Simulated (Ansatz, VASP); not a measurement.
**One calculation of KTaO3, two programs**

The input INCAR:

```
SYSTEM = KTaO3
PREC = Accurate
ENCUT = 520
EDIFF = 1E-7
ISMEAR = -1
SIGMA = 0.01
LREAL = .FALSE.
LASPH = .TRUE.
NELM = 80
ALGO = Normal
ISIF = 2
LWAVE = .FALSE.
LCHARG = .FALSE.
GGA = PE
NBANDS = 27
```

KPOINTS

```
Automatic mesh
0
G
  5 5 5
  0 0 0
```

POSCAR

```
KTaO3
1.0
    3.9749611044      0.0000000000      0.0000000000
    0.0000000000      3.9749611044      0.0000000000
    0.0000000000      0.0000000000      3.9749611044
K Ta O
1 1 3
Direct
    0.5000000000      0.5000000000      0.5000000000
    0.0000000000      0.0000000000      0.0000000000
    0.5000000000      0.0000000000      0.0000000000
    0.0000000000      0.5000000000      0.0000000000
    0.0000000000      0.0000000000      0.5000000000
```

Input for Ansatz:

```yaml
crystal:
  lattice:
    - [3.9749611044, 0.0, 0.0]
    - [0.0, 3.9749611044, 0.0]
    - [0.0, 0.0, 3.9749611044]
  atoms:
    - { symbol: K, position: [0.5, 0.5, 0.5] }
    - { symbol: Ta, position: [0.0, 0.0, 0.0] }
    - { symbol: O, position: [0.5, 0.0, 0.0] }
    - { symbol: O, position: [0.0, 0.5, 0.0] }
    - { symbol: O, position: [0.0, 0.0, 0.5] }
kpoints:
  mp_grid: { grid: [5, 5, 5] }
  band_path:
    path:
      - [0.0, 0.0, 0.0]
      - [0.0, 0.5, 0.0]
      - [0.5, 0.5, 0.0]
      - [0.0, 0.0, 0.0]
      - [0.5, 0.5, 0.5]
      - [0.0, 0.5, 0.0]
      - [0.5, 0.5, 0.5]
      - [0.5, 0.5, 0.0]
    npoints: 5
scf:
  occupations: { method: fermi_dirac, width: 0.01 }
hamiltonian:
  xc: pbe
  pseudopotentials: { kind: all_electron, lapw: { basis_error: 0.0005 } }
output:
  forces: true
  stress: true
  eigenvalues: true
```

Change from the starting cell: volume scaled by 0.99.

Alike in both runs: task single point; functional PBE; k mesh 5 × 5 × 5; occupations fermi-dirac, width 0.01 eV; no spin polarisation.

|  | VASP | Ansatz |
| --- | --- | --- |
| version | VASP 6.6.1 | Ansatz 0.2.0 |
| potentials or method | VASP PAW PBE potentials, release 64 (K_sv, Ta_pv, O), cutoff 520 eV | all-electron LAPW, scalar-relativistic |

```csv
,VASP,Ansatz,Ansatz less VASP
gap on the k mesh at the Fermi level (eV),2.31,2.36,+0.055
pressure (GPa),8.3,7.7,-0.65
```

Ansatz ran all-electron here, and VASP with PAW potentials.

Spin-orbit coupling is off throughout.
